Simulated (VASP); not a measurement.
Wanted: the native input for a VASP 6.6.1 run.

```yaml
Task: single point
Functional: LDA
Potentials_or_basis: VASP PAW LDA potentials, release 64 (Zr_sv, Ti_sv)
Cutoff: 520 eV
k_mesh: 8 × 8 × 6
Occupations: fermi-dirac, width 0.15 eV
Spin: no spin polarisation
Dipole_correction: no
Further_INCAR_settings: ALGO = Normal; EDIFF = 1e-06; NBANDS = 19
```

The structure of ZrTi lies in POSCAR:

```
ZrTi
1.0
    3.1119350000      0.0000000000      0.0000000000
    0.0000000000      3.1119350000      0.0000000000
    0.0000000000      0.0000000000      4.1977650000
Zr Ti
1 1
Direct
    0.5000000000      0.5000000000      0.5000000000
    0.0000000000      0.0000000000      0.0000000000
```

The input as run:

INCAR

```
SYSTEM = ZrTi
PREC = Accurate
ENCUT = 520
EDIFF = 1E-6
ISMEAR = -1
SIGMA = 0.15
LREAL = .FALSE.
LASPH = .TRUE.
NELM = 80
ALGO = Normal
ISIF = 2
LWAVE = .FALSE.
LCHARG = .FALSE.
NBANDS = 19
```

KPOINTS

```
regular mesh
0
G
  8 8 6
  0 0 0
```

Potentials or basis: VASP PAW LDA potentials, release 64 (Zr_sv, Ti_sv).

The run is started by

```console
$ cat potpaw_LDA.64/Zr_sv/POTCAR potpaw_LDA.64/Ti_sv/POTCAR > POTCAR
$ mpirun -np 1 vasp_std > vasp.out
```

It gave:

* Pressure: -6.9 GPa
* Band gap on the k mesh: zero (band 12 reaches 9.20 eV, above the bottom of band 13 at 7.87 eV)

Run time: 45 s on 1 thread of Intel(R) Xeon(R) Platinum 8375C CPU @ 2.90GHz (Ice Lake), with other jobs on the host, peak memory 0.17 GiB.
